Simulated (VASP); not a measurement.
Input of a VASP 6.6.1 run:

The input INCAR:

```
PREC = Accurate ; ENCUT = 520
EDIFF = 1E-6 ; ISMEAR = -1
SIGMA = 0.1 ; LREAL = False
LASPH = True ; NELM = 100
ALGO = Normal ; ISIF = 2
LWAVE = False ; LCHARG = False
GGA = PE ; NBANDS = 21
```

File KPOINTS:

```
regular mesh
0
Gamma
  14 14 14
```

File POSCAR:

```
Sn
1.0
   -2.8945882038      2.8945882038      1.5710109885
    2.8945882038     -2.8945882038      1.5710109885
    2.8945882038      2.8945882038     -1.5710109885
Sn
2
Direct
   -0.3750000000     -0.1250000000     -0.2500000000
    0.3750000000      0.1250000000      0.2500000000
```

Potentials or basis: VASP PAW PBE potentials, release 64 (Sn_d).

Launch:

```bash
$ cat potpaw_PBE.64/Sn_d/POTCAR > POTCAR
$ mpirun -np 1 vasp_std > vasp.out
```

Task: Predict the band gap on the k mesh.

Result: Zero (bands 14 and 15 overlap by 4.18 eV).

Task: Predict the pressure.

Result: 4.3 GPa.

Caveat: the cell stands under pressure; spin-orbit coupling is left out, which moves the levels of the heavy elements.
